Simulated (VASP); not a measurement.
# TeRh3 (Pm-3m) in VASP: notebook

TeRh3 is run at these levels: PBE; tasks: single point, relaxation of cell and atoms.

Program: VASP 6.6.1. These are calculated values, not measurements. Logs are shortened: lines on timing, memory, paths and dates and some standing lists are left out, and cuts for length are marked.

### 1 The cell of the first run

Symmetry: Pm-3m, No. 221, cubic system. Conventional cell: a = 3.971 Å, b = 3.971 Å, c = 3.971 Å, α = 90.00°, β = 90.00°, γ = 90.00°. Within 3.7 Å of Te (site symmetry m-3m) lie 12 Rh at 2.81 Å. Within 3.7 Å of Rh (site symmetry 4/mmm) lie 4 Te at 2.81 Å and 8 Rh at 2.81 Å.

### 2 Single point, PBE

Input file INCAR:

```
SYSTEM = TeRh3
PREC     = Accurate       ! precision mode
ENCUT    = 520            ! plane-wave cutoff, eV
EDIFF    = 1E-6           ! SCF threshold, eV
ISMEAR   = 0              ! smearing method
SIGMA    = 0.1            ! smearing width, eV
LREAL    = .FALSE.        ! projectors in reciprocal space
LASPH    = .TRUE.         ! aspherical terms in the spheres
NELM     = 100            ! most SCF steps
ALGO     = Fast           ! electronic algorithm
ISIF     = 2              ! what is computed and relaxed
LWAVE    = .FALSE.        ! write WAVECAR
LCHARG   = .FALSE.        ! write CHGCAR
GGA      = PE             ! functional
NBANDS   = 34             ! bands
```

Input file KPOINTS:

```
Automatic mesh
0
G
  4 4 4
  0 0 0
```

Input file POSCAR:

```
TeRh3
1.0
    3.9706316925      0.0000000000      0.0000000000
    0.0000000000      3.9706316925      0.0000000000
    0.0000000000      0.0000000000      3.9706316925
Te Rh
1 3
Direct
    0.0000000000      0.0000000000      0.0000000000
    0.0000000000      0.5000000000      0.5000000000
    0.5000000000      0.0000000000      0.5000000000
    0.5000000000      0.5000000000      0.0000000000
```

Potentials or basis: VASP PAW PBE potentials, release 64 (Te, Rh_pv).

Launch:

```bash
$ cat potpaw_PBE.64/Te/POTCAR potpaw_PBE.64/Rh_pv/POTCAR > POTCAR
$ mpirun -np 1 vasp_std > vasp.out
```

OUTCAR:

```text
SYSTEM = TeRh3
   PREC = Accurate
   ENCUT = 520
   EDIFF = 1E-6
   ISMEAR = 0
   LREAL = .FALSE.
   LASPH = .TRUE.
   NELM = 100
   ISIF = 2
   GGA = PE

 ion  position               nearest neighbor table
   1  0.000  0.000  0.000-   2 2.81   3 2.81   4 2.81   2 2.81   3 2.81   2 2.81   4 2.81   2 2.81
                             3 2.81   4 2.81   3 2.81   4 2.81
   2  0.000  0.500  0.500-   1 2.81   3 2.81   4 2.81   1 2.81   4 2.81   1 2.81   3 2.81   1 2.81
                             3 2.81   4 2.81   4 2.81   3 2.81
   3  0.500  0.000  0.500-   1 2.81   2 2.81   4 2.81   1 2.81   4 2.81   2 2.81   4 2.81   4 2.81
                             1 2.81   2 2.81   1 2.81   2 2.81
   4  0.500  0.500  0.000-   1 2.81   2 2.81   3 2.81   2 2.81   3 2.81   1 2.81   3 2.81   3 2.81
                             1 2.81   2 2.81   2 2.81   1 2.81

  LATTYP: Found a simple cubic cell.
 ALAT       =     3.9706316925

  Lattice vectors:

 A1 = (   3.9706316925,   0.0000000000,   0.0000000000)
 A2 = (   0.0000000000,   3.9706316925,   0.0000000000)
 A3 = (   0.0000000000,   0.0000000000,   3.9706316925)

Analysis of symmetry for initial positions (statically):
=====================================================================
 Subroutine PRICEL returns:
 Original cell was already a primitive cell.

 Routine SETGRP: Setting up the symmetry group for a
 simple cubic supercell.

 Subroutine GETGRP returns: Found 48 space group operations
[... 9 lines left out ...]

 Routine SETGRP: Setting up the symmetry group for a
 simple cubic supercell.

 Subroutine GETGRP returns: Found 48 space group operations
[... 11 lines left out ...]
                                     Primitive cell

  volume of cell :      62.6006

  direct lattice vectors                    reciprocal lattice vectors
     3.970631693  0.000000000  0.000000000     0.251849095  0.000000000  0.000000000
     0.000000000  3.970631693  0.000000000     0.000000000  0.251849095  0.000000000
     0.000000000  0.000000000  3.970631693     0.000000000  0.000000000  0.251849095

  length of vectors
     3.970631693  3.970631693  3.970631693     0.251849095  0.251849095  0.251849095

  position of ions in fractional coordinates (direct lattice)
     0.000000000  0.000000000  0.000000000
     0.000000000  0.500000000  0.500000000
     0.500000000  0.000000000  0.500000000
     0.500000000  0.500000000  0.000000000

  ion indices of the primitive-cell ions
   primitive index   ion index
                 1           1
                 2           2
                 3           3
                 4           4

----------------------------------------------------------------------------------------

 KPOINTS: Automatic mesh

Automatic generation of k-mesh.
 Grid dimensions read from file:
 generate k-points for:    4    4    4

 Generating k-lattice:

  Cartesian coordinates                     Fractional coordinates (reciprocal lattice)
     0.062962274  0.000000000  0.000000000     0.250000000  0.000000000  0.000000000
     0.000000000  0.062962274  0.000000000     0.000000000  0.250000000  0.000000000
     0.000000000  0.000000000  0.062962274     0.000000000  0.000000000  0.250000000

  Length of vectors
     0.062962274  0.062962274  0.062962274

  Shift w.r.t. Gamma in fractional coordinates (k-lattice)
     0.000000000  0.000000000  0.000000000

 Subroutine IBZKPT returns following result:
 ===========================================

 Found     10 irreducible k-points:

 Following reciprocal coordinates:
            Coordinates               Weight
  0.000000  0.000000  0.000000      1.000000
  0.250000  0.000000  0.000000      6.000000
  0.500000  0.000000  0.000000      3.000000
  0.250000  0.250000  0.000000     12.000000
  0.500000  0.250000  0.000000     12.000000
  0.500000  0.500000  0.000000      3.000000
  0.250000  0.250000  0.250000      8.000000
  0.500000  0.250000  0.250000     12.000000
  0.500000  0.500000  0.250000      6.000000
  0.500000  0.500000  0.500000      1.000000
   k-points           NKPTS =     10   k-points in BZ     NKDIM =     10   number of bands    NBANDS=     34
   number of dos      NEDOS =    301   number of ions     NIONS =      4
   total plane-waves  NPLWV =  27000
   dimension x,y,z NGX =    30 NGY =   30 NGZ =   30
   dimension x,y,z NGXF=    60 NGYF=   60 NGZF=   60
   ions per type =               1   3
   NGX,Y,Z   is equivalent  to a cutoff of  12.56, 12.56, 12.56 a.u.
   NGXF,Y,Z  is equivalent  to a cutoff of  25.12, 25.12, 25.12 a.u.
 SYSTEM =  TeRh3
   PREC   = accura    normal or accurate (medium, high low for compatibility)
   ISTART =      0    job   : 0-new  1-cont  2-samecut
   ICHARG =      2    charge: 1-file 2-atom 10-const
   ISPIN  =      1    spin polarized calculation?
   LNONCOLLINEAR =      F non collinear calculations
   LSORBIT =      F    spin-orbit coupling
   LASPH  =      T    aspherical Exc in radial PAW
   ENCUT  =  520.0 eV  38.22 Ry    6.18 a.u.   7.38  7.38  7.38*2*pi/ulx,y,z
   NELM   =    100;   NELMIN=  2; NELMDL= -5     # of ELM steps
   EDIFF  = 0.1E-05   stopping-criterion for ELM
   LREAL  =      F    real-space projection
   EDIFFG = 0.1E-04   stopping-criterion for IOM
   NSW    =      0    number of steps for IOM
   IBRION =     -1    ionic relax: 0-MD 1-quasi-New 2-CG
   NFREE  =      0    steps in history (QN), initial steepest desc. (CG)
   ISIF   =      2    stress and relaxation
   ISYM   =      2    0-nonsym 1-usesym 2-fastsym
   POTIM  = 0.5000    time-step for ionic-motion
   TEBEG  =    0.0;   TEEND  =   0.0 temperature during run
   PSTRESS=    0.0 pullay stress
   NELECT =      51.0000    total number of electrons
   NUPDOWN=      -1.0000    fix difference up-down
   EMIN   =  10.00;   EMAX   =-10.00  energy-range for DOS
   EFERMI =   0.00;   METHOD = LEGACY
   ISMEAR =     0;   SIGMA  =   0.10  broadening in eV -4-tet -1-fermi 0-gaus
   EFERMI_NEDOS =   21; number of points for ismear=-14 and -15
   IALGO  =     68    algorithm
   IMIX   =      4    mixing-type and parameters
     AMIX     =   0.40;   BMIX     =  1.00
     AMIX_MAG =   1.60;   BMIX_MAG =  1.00
  volume/ion in A,a.u.               =      15.65       105.61
  Fermi-wavevector in a.u.,A,eV,Ry     =   1.528992  2.889376 31.807936  2.337817
  Thomas-Fermi vector in A             =   2.636675
   LORBIT       =      0    0 simple, 1 ext, 2 COOP (PROOUT), +10 PAW based schemes
   GGA     = PE    functional components
   LHFCALC =     F    Hartree Fock is set to
   AEXX    =    0.0000 exact exchange contribution
   IVDW    =     0    specifies the selected vdW correction
   LEPSILON=     F    determine dielectric tensor
   LRPA    =     F    only Hartree local field effects (RPA)
 non-spin polarized calculation
 RMM-DIIS sequential band-by-band and
 Gauss-broadening in eV      SIGMA  =   0.10
  energy-cutoff  :      520.00
  volume of cell :       62.60
 maximum number of plane-waves:      1743
 NGX is ok and might be reduce to    30
   NGX = 15   NGY = 15   NGZ = 15

 number of electron      50.9999954 magnetization

 Free energy of the ion-electron system (eV)
  ---------------------------------------------------
  ext. energy  EPLUGINS =         0.00000000
  ---------------------------------------------------
  free energy    TOTEN  =       -25.06318903 eV

  energy without entropy =      -25.04451820  energy(sigma->0) =      -25.05385361

 E-fermi :  12.2899     XC(G=0): -13.1266

 val. band max:       12.2526442082   @ k =   0.2500   0.2500   0.0000
 cond. band min:      12.3285741557   @ k =   0.5000   0.2500   0.2500
 fundamental gap:      0.0759299475
 Fermi energy:        12.2899260847

 k-point     1 :       0.0000    0.0000    0.0000
  band No.  band energies     occupation
      1     -34.2707      2.00000
      2     -34.2707      2.00000
      3     -34.2707      2.00000
      4     -34.1153      2.00000
      5     -34.1153      2.00000
      6     -34.1153      2.00000
[... 26 lines left out ...]
     33      19.5416      0.00000
     34      19.5416      0.00000

 k-point     2 :       0.2500    0.0000    0.0000
  band No.  band energies     occupation
      1     -34.2451      2.00000
      2     -34.2451      2.00000
      3     -34.2325      2.00000
      4     -34.1238      2.00000
      5     -34.1238      2.00000
      6     -34.1172      2.00000
[... 26 lines left out ...]
     33      19.1086      0.00000
     34      21.6697      0.00000

 k-point     3 :       0.5000    0.0000    0.0000
  band No.  band energies     occupation
      1     -34.2086      2.00000
      2     -34.2086      2.00000
      3     -34.1746      2.00000
      4     -34.1421      2.00000
      5     -34.1421      2.00000
      6     -34.1191      2.00000
[... 26 lines left out ...]
     33      18.5707      0.00000
     34      21.0458      0.00000

 k-point     4 :       0.2500    0.2500    0.0000
  band No.  band energies     occupation
      1     -34.2605      2.00000
      2     -34.2191      2.00000
      3     -34.1867      2.00000
      4     -34.1628      2.00000
      5     -34.1280      2.00000
      6     -34.0735      2.00000
[... 26 lines left out ...]
     33      19.9365      0.00000
     34      20.9146      0.00000

 k-point     5 :       0.5000    0.2500    0.0000
  band No.  band energies     occupation
      1     -34.2480      2.00000
      2     -34.1963      2.00000
      3     -34.1806      2.00000
      4     -34.1464      2.00000
      5     -34.1414      2.00000
      6     -34.0801      2.00000
[... 26 lines left out ...]
     33      19.7979      0.00000
     34      21.5131      0.00000

 k-point     6 :       0.5000    0.5000    0.0000
  band No.  band energies     occupation
      1     -34.2883      2.00000
      2     -34.1589      2.00000
      3     -34.1464      2.00000
      4     -34.1464      2.00000
      5     -34.1407      2.00000
      6     -34.1407      2.00000
[... 26 lines left out ...]
     33      20.1375      0.00000
     34      20.1375      0.00000

 k-point     7 :       0.2500    0.2500    0.2500
  band No.  band energies     occupation
      1     -34.2801      2.00000
      2     -34.2183      2.00000
      3     -34.2183      2.00000
      4     -34.1051      2.00000
      5     -34.1033      2.00000
      6     -34.1033      2.00000
[... 26 lines left out ...]
     33      19.6279      0.00000
     34      19.6279      0.00000

 k-point     8 :       0.5000    0.2500    0.2500
  band No.  band energies     occupation
      1     -34.2528      2.00000
      2     -34.2525      2.00000
      3     -34.2385      2.00000
      4     -34.1617      2.00000
      5     -34.0950      2.00000
      6     -34.0502      2.00000
[... 26 lines left out ...]
     33      20.1273      0.00000
     34      21.0293      0.00000

 k-point     9 :       0.5000    0.5000    0.2500
  band No.  band energies     occupation
      1     -34.2878      2.00000
      2     -34.2449      2.00000
      3     -34.2449      2.00000
      4     -34.2421      2.00000
      5     -34.0438      2.00000
      6     -34.0438      2.00000
[... 26 lines left out ...]
     33      19.7858      0.00000
     34      23.1301      0.00000

 k-point    10 :       0.5000    0.5000    0.5000
  band No.  band energies     occupation
      1     -34.2939      2.00000
      2     -34.2872      2.00000
      3     -34.2872      2.00000
      4     -34.2872      2.00000
      5     -34.0029      2.00000
      6     -34.0029      2.00000
[... 26 lines left out ...]
     33      23.1160      0.00000
     34      23.1160      0.00000

------------------------ aborting loop because EDIFF is reached ----------------------------------------

  FORCE on cell =-STRESS in cart. coord.  units (eV):
  Direction    XX          YY          ZZ          XY          YZ          ZX
  --------------------------------------------------------------------------------------
  -------------------------------------------------------------------------------------
  Total       -0.1252437     -0.1252437     -0.1252437     -0.0000000     -0.0000000      0.0000000
  in kB       -3.2054404     -3.2054404     -3.2054404     -0.0000000     -0.0000000      0.0000000
  external PRESSURE =      -3.2054404 kB  Pullay stress =       0.0000000 kB

 VOLUME and BASIS-vectors are now :
 -----------------------------------------------------------------------------
  energy-cutoff  :      520.00
  volume of cell :       62.60
      direct lattice vectors                 reciprocal lattice vectors
     3.970631693  0.000000000  0.000000000     0.251849095  0.000000000  0.000000000
     0.000000000  3.970631693  0.000000000     0.000000000  0.251849095  0.000000000
     0.000000000  0.000000000  3.970631693     0.000000000  0.000000000  0.251849095

 POSITION                                       TOTAL-FORCE (eV/Angst)
 -----------------------------------------------------------------------------------
      0.00000      0.00000      0.00000         0.000000      0.000000      0.000000
      0.00000      1.98532      1.98532         0.000000      0.000000      0.000000
      1.98532      0.00000      1.98532         0.000000      0.000000      0.000000
      1.98532      1.98532      0.00000         0.000000      0.000000      0.000000
 -----------------------------------------------------------------------------------
    total drift:                                0.000000      0.000000     -0.000000

  FREE ENERGIE OF THE ION-ELECTRON SYSTEM (eV)
  ---------------------------------------------------
  free  energy   TOTEN  =       -25.0631890294 eV

  energy  without entropy=      -25.0445181968  energy(sigma->0) =      -25.05385361
```

Wall time 21 s (1 thread of AMD EPYC 7R43 (Zen 3), shared host); peak memory 0.13 GiB.

What came out:

| Quantity | Value |
| --- | --- |
| Free energy | -25.0632 eV |
| Pressure | -0.3 GPa |

Levels at points of the mesh, in eV from the Fermi level:
```csv
k point,band 23,band 24,band 25,band 26,band 27,band 28
"(0.00, 0.00, 0.00)",-0.57,-0.57,0.10,0.62,0.62,0.62
"(0.50, 0.00, 0.00)",-1.71,-1.49,-0.46,0.62,1.21,1.58
"(0.50, 0.50, 0.00)",-1.70,-1.59,-1.44,-1.13,0.92,0.92
"(0.50, 0.50, 0.50)",-1.54,-1.54,-1.03,0.21,0.21,0.21
```

Caveat: the k points lie up to 0.40 Å⁻¹ apart; spin-orbit coupling is left out, which moves the levels of the heavy elements.

(Part 1 of 2 ends here.)
